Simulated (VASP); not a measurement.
Wanted: the native input for a VASP 6.6.1 run.

```yaml
Task: single point
Functional: r2SCAN
Potentials_or_basis: VASP PAW PBE potentials, release 64 (Te, Pb_d)
Cutoff: 520 eV
k_mesh: 8 × 8 × 8
Occupations: gaussian, width 0.02 eV
Spin: no spin polarisation
Dipole_correction: no
Further_INCAR_settings: ALGO = Normal; EDIFF = 1e-07; NBANDS = 17
```

TePb:

```xyz
2
Lattice="0.0000 3.2014 3.2014 3.2014 0.0000 3.2014 3.2014 3.2014 0.0000" Properties=species:S:1:pos:R:3 pbc="T T T"
Te    3.2014    3.2014    3.2014
Pb    0.0000    0.0000    0.0000
```

The input as run:

POSCAR

```
TePb
1.0
    0.0000000000      3.2013924063      3.2013924063
    3.2013924063      0.0000000000      3.2013924063
    3.2013924063      3.2013924063      0.0000000000
Te Pb
1 1
Direct
    0.5000000000      0.5000000000      0.5000000000
    0.0000000000      0.0000000000      0.0000000000
```

INCAR.step1

```
SYSTEM = TePb
PREC     = Accurate       ! precision mode
ENCUT    = 520            ! plane-wave cutoff, eV
ISMEAR   = 0              ! smearing method
SIGMA    = 0.02           ! smearing width, eV
LREAL    = .False.        ! projectors in reciprocal space
LASPH    = .True.         ! aspherical terms in the spheres
NELM     = 60             ! most SCF steps
NBANDS   = 17             ! bands
GGA      = PE             ! functional
ALGO     = Normal         ! electronic algorithm
EDIFF    = 1E-4           ! SCF threshold, eV
LWAVE    = .True.         ! write WAVECAR
LCHARG   = .False.        ! write CHGCAR
```

INCAR.step2

```
SYSTEM = TePb
PREC     = Accurate       ! precision mode
ENCUT    = 520            ! plane-wave cutoff, eV
EDIFF    = 1E-7           ! SCF threshold, eV
ISMEAR   = 0              ! smearing method
SIGMA    = 0.02           ! smearing width, eV
LREAL    = .False.        ! projectors in reciprocal space
LASPH    = .True.         ! aspherical terms in the spheres
NELM     = 60             ! most SCF steps
ALGO     = Normal         ! electronic algorithm
ISIF     = 2              ! what is computed and relaxed
LWAVE    = .False.        ! write WAVECAR
LCHARG   = .False.        ! write CHGCAR
METAGGA  = R2SCAN         ! meta-GGA
LMIXTAU  = .True.       
NBANDS   = 17             ! bands
ISTART   = 1
```

KPOINTS

```
Automatic mesh
0
Gamma
  8 8 8
  0 0 0
```

Potentials or basis: VASP PAW PBE potentials, release 64 (Te, Pb_d).

Command:

```bash
$ cat potpaw_PBE.64/Te/POTCAR potpaw_PBE.64/Pb_d/POTCAR > POTCAR
$ cp INCAR.step1 INCAR
$ mpirun -np 1 vasp_std > vasp.out
$ cp INCAR.step2 INCAR
$ mpirun -np 1 vasp_std > vasp.out
```

Results of the run:

The pressure is 3.0 GPa and the band gap on the k mesh is 0.96 eV.

Caveat: the PAW data sets were made with another functional, which shifts forces and pressure a little; spin-orbit coupling is left out, which moves the levels of the heavy elements.

It took 3.2 min on 1 thread of Intel(R) Xeon(R) Platinum 8259CL CPU @ 2.50GHz (Skylake/Cascade Lake), with other jobs on the host, peak memory 0.23 GiB.
